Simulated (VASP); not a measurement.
# HfPd2N4 (I4/m) in VASP: single point with PBE

Aim: the single point of HfPd2N4 with PBE.

All numbers are computed with VASP 6.6.1; they aren't measurements. Logs are shortened: lines on timing, memory, paths and dates and some standing lists are left out, and cuts for length are marked.

## (1) The cell of the first run

Symmetry: I4/m, No. 87, tetragonal system. The conventional cell has a = 6.003 Å, b = 6.003 Å, c = 5.803 Å, α = 90.00°, β = 90.00°, γ = 90.00°. Within 2.8 Å of Hf (site symmetry 4/m) lie 4 N at 2.11 Å. Pd (site symmetry -4) has 4 N at 2.02 Å within 2.7 Å. N (site symmetry m) has 2 Pd at 2.02 Å and 1 Hf at 2.11 Å and 3 N at 2.81 to 2.99 Å within 3.0 Å.

The cell was generated, and may not be a known phase.

## (2) Single point, PBE

Contents of INCAR:

```
SYSTEM = HfPd2N4
PREC     = Accurate       ! precision mode
ENCUT    = 600            ! plane-wave cutoff, eV
EDIFF    = 1E-6           ! SCF threshold, eV
ISMEAR   = 0              ! smearing method
SIGMA    = 0.15           ! smearing width, eV
LREAL    = .False.        ! projectors in reciprocal space
LASPH    = .True.         ! aspherical terms in the spheres
NELM     = 120            ! most SCF steps
ALGO     = Normal         ! electronic algorithm
ISIF     = 2              ! what is computed and relaxed
LWAVE    = .False.        ! write WAVECAR
LCHARG   = .False.        ! write CHGCAR
GGA      = PE             ! functional
NBANDS   = 34             ! bands
GGA_COMPAT= .False.
```

Contents of KPOINTS:

```
regular mesh
0
Gamma
  3 3 3
  0 0 0
```

Contents of POSCAR:

```
HfPd2N4
1.0
   -3.0015451267      3.0015451267      2.9016268239
    3.0015451267     -3.0015451267      2.9016268239
    3.0015451267      3.0015451267     -2.9016268239
Hf Pd N
1 2 4
Direct
    0.5000000000      0.5000000000      0.0000000000
    0.2500000000      0.7500000000      0.5000000000
    0.7500000000      0.2500000000      0.5000000000
    0.8189545164      0.3520261469      0.1709806632
    0.6479738531      0.8189545164      0.4669283695
    0.3520261469      0.1810454836      0.5330716305
    0.1810454836      0.6479738531      0.8290193368
```

Potentials or basis: VASP PAW PBE potentials, release 64 (Hf_pv, Pd, N).

Run with:

```
> cat potpaw_PBE.64/Hf_pv/POTCAR potpaw_PBE.64/Pd/POTCAR potpaw_PBE.64/N/POTCAR > POTCAR
> mpirun -np 1 vasp_std > vasp.out
```

OUTCAR:

```text
SYSTEM = HfPd2N4
   PREC = Accurate
   ENCUT = 600
   EDIFF = 1E-6
   ISMEAR = 0
   LREAL = .False.
   LASPH = .True.
   NELM = 120
   ISIF = 2
   GGA = PE

 ion  position               nearest neighbor table
   1  0.500  0.500  0.000-   4 2.11   7 2.11   6 2.11   5 2.11   2 3.33   3 3.33   2 3.33   3 3.33
                             2 3.33   3 3.33   2 3.33   3 3.33
   2  0.250  0.750  0.500-   5 2.02   6 2.02   4 2.02   7 2.02   3 2.90   3 2.90   1 3.33   1 3.33
                             1 3.33   1 3.33
   3  0.750  0.250  0.500-   6 2.02   5 2.02   7 2.02   4 2.02   2 2.90   2 2.90   1 3.33   1 3.33
                             1 3.33   1 3.33
   4  0.819  0.352  0.171-   2 2.02   3 2.02   1 2.11
   5  0.648  0.819  0.467-   2 2.02   3 2.02   1 2.11
   6  0.352  0.181  0.533-   3 2.02   2 2.02   1 2.11
   7  0.181  0.648  0.829-   3 2.02   2 2.02   1 2.11

  LATTYP: Found a body centered tetragonal cell.
 ALAT       =     6.0030902534
 C/A-ratio  =     0.9667110443

  Lattice vectors:

 A1 = (  -3.0015451267,   3.0015451267,   2.9016268239)
 A2 = (   3.0015451267,  -3.0015451267,   2.9016268239)
 A3 = (   3.0015451267,   3.0015451267,  -2.9016268239)

Analysis of symmetry for initial positions (statically):
=====================================================================
 Subroutine PRICEL returns:
 Original cell was already a primitive cell.

 Routine SETGRP: Setting up the symmetry group for a
 body centered tetragonal supercell.

 Subroutine GETGRP returns: Found  8 space group operations
 (whereof  8 operations were pure point group operations)
 out of a pool of 16 trial point group operations.

The static configuration has the point symmetry C_4h.

Analysis of symmetry for dynamics (positions and initial velocities):
=====================================================================
 Subroutine PRICEL returns:
 Original cell was already a primitive cell.

 Routine SETGRP: Setting up the symmetry group for a
 body centered tetragonal supercell.

 Subroutine GETGRP returns: Found  8 space group operations
 (whereof  8 operations were pure point group operations)
 out of a pool of 16 trial point group operations.

The dynamic configuration has the point symmetry C_4h.

 Subroutine INISYM returns: Found  8 space group operations
 (whereof  8 operations are pure point group operations),
 and found     1 'primitive' translations

----------------------------------------------------------------------------------------

                                     Primitive cell

  volume of cell :     104.5662

  direct lattice vectors                    reciprocal lattice vectors
    -3.001545127  3.001545127  2.901626824     0.000000000  0.166580870  0.172317128
     3.001545127 -3.001545127  2.901626824     0.166580870  0.000000000  0.172317128
     3.001545127  3.001545127 -2.901626824     0.166580870  0.166580870  0.000000000

  length of vectors
     5.141788066  5.141788066  5.141788066     0.239671398  0.239671398  0.235580926

  position of ions in fractional coordinates (direct lattice)
     0.500000000  0.500000000  0.000000000
     0.250000000  0.750000000  0.500000000
     0.750000000  0.250000000  0.500000000
     0.818954516  0.352026147  0.170980663
     0.647973853  0.818954516  0.466928370
     0.352026147  0.181045484  0.533071630
     0.181045484  0.647973853  0.829019337

  ion indices of the primitive-cell ions
   primitive index   ion index
                 1           1
                 2           2
                 3           3
                 4           4
                 5           5
                 6           6
                 7           7

----------------------------------------------------------------------------------------

 KPOINTS: regular mesh

Automatic generation of k-mesh.
 Grid dimensions read from file:
 generate k-points for:    3    3    3

 Generating k-lattice:

  Cartesian coordinates                     Fractional coordinates (reciprocal lattice)
     0.000000000  0.055526957  0.057439043     0.333333333  0.000000000  0.000000000
     0.055526957  0.000000000  0.057439043     0.000000000  0.333333333  0.000000000
     0.055526957  0.055526957  0.000000000     0.000000000  0.000000000  0.333333333

  Length of vectors
     0.079890466  0.079890466  0.078526975

  Shift w.r.t. Gamma in fractional coordinates (k-lattice)
     0.000000000  0.000000000  0.000000000

 Subroutine IBZKPT returns following result:
 ===========================================

 Found      6 irreducible k-points:

 Following reciprocal coordinates:
            Coordinates               Weight
  0.000000  0.000000  0.000000      1.000000
  0.333333  0.000000  0.000000      8.000000
  0.333333  0.333333  0.000000      8.000000
 -0.333333  0.333333  0.000000      4.000000
 -0.333333  0.333333  0.333333      4.000000
 -0.333333 -0.333333  0.333333      2.000000
   k-points           NKPTS =      6   k-points in BZ     NKDIM =      6   number of bands    NBANDS=     34
   number of dos      NEDOS =    301   number of ions     NIONS =      7
   total plane-waves  NPLWV =  74088
   dimension x,y,z NGX =    42 NGY =   42 NGZ =   42
   dimension x,y,z NGXF=    84 NGYF=   84 NGZF=   84
   ions per type =               1   2   4
   NGX,Y,Z   is equivalent  to a cutoff of  13.58, 13.58, 13.58 a.u.
   NGXF,Y,Z  is equivalent  to a cutoff of  27.16, 27.16, 27.16 a.u.
 SYSTEM =  HfPd2N4
   PREC   = accura    normal or accurate (medium, high low for compatibility)
   ISTART =      0    job   : 0-new  1-cont  2-samecut
   ICHARG =      2    charge: 1-file 2-atom 10-const
   ISPIN  =      1    spin polarized calculation?
   LNONCOLLINEAR =      F non collinear calculations
   LSORBIT =      F    spin-orbit coupling
   LASPH  =      T    aspherical Exc in radial PAW
   ENCUT  =  600.0 eV  44.10 Ry    6.64 a.u.  10.27 10.27 10.27*2*pi/ulx,y,z
   NELM   =    120;   NELMIN=  2; NELMDL= -5     # of ELM steps
   EDIFF  = 0.1E-05   stopping-criterion for ELM
   LREAL  =      F    real-space projection
   EDIFFG = 0.1E-04   stopping-criterion for IOM
   NSW    =      0    number of steps for IOM
   IBRION =     -1    ionic relax: 0-MD 1-quasi-New 2-CG
   NFREE  =      0    steps in history (QN), initial steepest desc. (CG)
   ISIF   =      2    stress and relaxation
   ISYM   =      2    0-nonsym 1-usesym 2-fastsym
   POTIM  = 0.5000    time-step for ionic-motion
   TEBEG  =    0.0;   TEEND  =   0.0 temperature during run
   PSTRESS=    0.0 pullay stress
   NELECT =      50.0000    total number of electrons
   NUPDOWN=      -1.0000    fix difference up-down
   EMIN   =  10.00;   EMAX   =-10.00  energy-range for DOS
   EFERMI =   0.00;   METHOD = LEGACY
   ISMEAR =     0;   SIGMA  =   0.15  broadening in eV -4-tet -1-fermi 0-gaus
   EFERMI_NEDOS =   21; number of points for ismear=-14 and -15
   IALGO  =     38    algorithm
   IMIX   =      4    mixing-type and parameters
     AMIX     =   0.40;   BMIX     =  1.00
     AMIX_MAG =   1.60;   BMIX_MAG =  1.00
  volume/ion in A,a.u.               =      14.94       100.81
  Fermi-wavevector in a.u.,A,eV,Ry     =   1.280170  2.419171 22.297716  1.638836
  Thomas-Fermi vector in A             =   2.412614
   LORBIT       =      0    0 simple, 1 ext, 2 COOP (PROOUT), +10 PAW based schemes
   GGA     = PE    functional components
   LHFCALC =     F    Hartree Fock is set to
   AEXX    =    0.0000 exact exchange contribution
   IVDW    =     0    specifies the selected vdW correction
   LEPSILON=     F    determine dielectric tensor
   LRPA    =     F    only Hartree local field effects (RPA)
 non-spin polarized calculation
 Gauss-broadening in eV      SIGMA  =   0.15
  energy-cutoff  :      600.00
  volume of cell :      104.57
 maximum number of plane-waves:      3499
 NGX is ok and might be reduce to    42
   NGX = 21   NGY = 21   NGZ = 21

 number of electron      50.0000001 magnetization

 Free energy of the ion-electron system (eV)
  ---------------------------------------------------
  ext. energy  EPLUGINS =         0.00000000
  ---------------------------------------------------
  free energy    TOTEN  =       -46.89686168 eV

  energy without entropy =      -46.81896733  energy(sigma->0) =      -46.85791450

 E-fermi :   4.4757     XC(G=0): -10.4920

 val. band max:        4.3730445103   @ k =  -0.3333  -0.3333   0.3333
 cond. band min:       4.4776106808   @ k =  -0.3333   0.3333   0.0000
 fundamental gap:      0.1045661705
 Fermi energy:         4.4757053707

 k-point     1 :       0.0000    0.0000    0.0000
  band No.  band energies     occupation
      1     -26.8677      2.00000
      2     -26.4457      2.00000
      3     -26.4457      2.00000
      4     -10.8600      2.00000
      5      -9.5845      2.00000
      6      -9.1140      2.00000
[... 26 lines left out ...]
     33       8.9282      0.00000
     34      10.3418      0.00000

 k-point     2 :       0.3333    0.0000    0.0000
  band No.  band energies     occupation
      1     -26.8683      2.00000
      2     -26.4472      2.00000
      3     -26.4466      2.00000
      4     -10.4257      2.00000
      5      -9.6477      2.00000
      6      -9.3677      2.00000
[... 26 lines left out ...]
     33       9.1203      0.00000
     34      10.0868      0.00000

 k-point     3 :       0.3333    0.3333    0.0000
  band No.  band energies     occupation
      1     -26.8685      2.00000
      2     -26.4484      2.00000
      3     -26.4469      2.00000
      4      -9.9569      2.00000
      5      -9.8405      2.00000
      6      -9.4812      2.00000
[... 26 lines left out ...]
     33       9.0544      0.00000
     34      10.5835      0.00000

 k-point     4 :      -0.3333    0.3333    0.0000
  band No.  band energies     occupation
      1     -26.8681      2.00000
      2     -26.4488      2.00000
      3     -26.4456      2.00000
      4     -10.4001      2.00000
      5      -9.6247      2.00000
      6      -9.4841      2.00000
[... 26 lines left out ...]
     33       9.1756      0.00000
     34      10.7609      0.00000

 k-point     5 :      -0.3333    0.3333    0.3333
  band No.  band energies     occupation
      1     -26.8688      2.00000
      2     -26.4481      2.00000
      3     -26.4476      2.00000
      4     -10.1666      2.00000
      5      -9.7668      2.00000
      6      -9.3589      2.00000
[... 26 lines left out ...]
     33       9.0722      0.00000
     34      11.1821      0.00000

 k-point     6 :      -0.3333   -0.3333    0.3333
  band No.  band energies     occupation
      1     -26.8690      2.00000
      2     -26.4476      2.00000
      3     -26.4476      2.00000
      4     -10.1182      2.00000
      5      -9.8958      2.00000
      6      -9.2147      2.00000
[... 26 lines left out ...]
     33       9.0859      0.00000
     34      10.2912      0.00000

------------------------ aborting loop because EDIFF is reached ----------------------------------------

  FORCE on cell =-STRESS in cart. coord.  units (eV):
  Direction    XX          YY          ZZ          XY          YZ          ZX
  --------------------------------------------------------------------------------------
  -------------------------------------------------------------------------------------
  Total       -0.5787312     -0.5787312      0.0527352      0.0000004      0.0000000     -0.0000000
  in kB       -8.8673981     -8.8673981      0.8080165      0.0000054      0.0000000     -0.0000000
  external PRESSURE =      -5.6422599 kB  Pullay stress =       0.0000000 kB

 VOLUME and BASIS-vectors are now :
 -----------------------------------------------------------------------------
  energy-cutoff  :      600.00
  volume of cell :      104.57
      direct lattice vectors                 reciprocal lattice vectors
    -3.001545127  3.001545127  2.901626824     0.000000000  0.166580870  0.172317128
     3.001545127 -3.001545127  2.901626824     0.166580870  0.000000000  0.172317128
     3.001545127  3.001545127 -2.901626824     0.166580870  0.166580870  0.000000000

 POSITION                                       TOTAL-FORCE (eV/Angst)
 -----------------------------------------------------------------------------------
      0.00000      0.00000      2.90163         0.000000      0.000000     -0.000000
      3.00155      0.00000      1.45081         0.000000     -0.000000     -0.000000
      0.00000      3.00155      1.45081         0.000000     -0.000000     -0.000000
     -0.88830      1.91471      2.90163         0.020394     -0.032224     -0.000000
      1.91471      0.88830      2.90163        -0.032224     -0.020394     -0.000000
      1.08683      2.11324      0.00000         0.032224      0.020394      0.000000
      3.88985      1.08683     -0.00000        -0.020394      0.032224      0.000000
 -----------------------------------------------------------------------------------
    total drift:                                0.000000      0.000000      0.000000

  FREE ENERGIE OF THE ION-ELECTRON SYSTEM (eV)
  ---------------------------------------------------
  free  energy   TOTEN  =       -46.8968616752 eV

  energy  without entropy=      -46.8189673263  energy(sigma->0) =      -46.85791450
```

It took 69 s on 1 thread of Intel Xeon 8259CL, shared host; peak memory 0.26 GiB.

Results:

| Item | Value |
| --- | --- |
| Free energy | -46.8969 eV |
| Pressure | -0.6 GPa |
| Largest force | 0.038 eV/Å |
| Band gap on the k mesh | zero (bands 25 and 26 overlap by 0.56 eV) |

Forces in eV/Å, atoms in the order of the input:
```
Hf   0.000  0.000  0.000
Pd   0.000  0.000  0.000
Pd   0.000  0.000  0.000
N    0.020 -0.032  0.000
N   -0.032 -0.020  0.000
N    0.032  0.020  0.000
N   -0.020  0.032  0.000
```

Levels at points of the mesh, in eV from the Fermi level:
| k point | band 23 | band 24 | band 25 | band 26 | band 27 | band 28 |
| --- | --- | --- | --- | --- | --- | --- |
| (0.00, 0.00, 0.00) | -1.77 | -1.77 | -0.74 | -0.13 | 0.61 | 1.22 |

Caveat: the k points lie up to 0.50 Å⁻¹ apart, too coarse for converged energies and pressures of a metal; spin-orbit coupling is left out, which moves the levels of the heavy elements.

The gap in the log of VASP goes by the Fermi energy; the results here count the filled bands.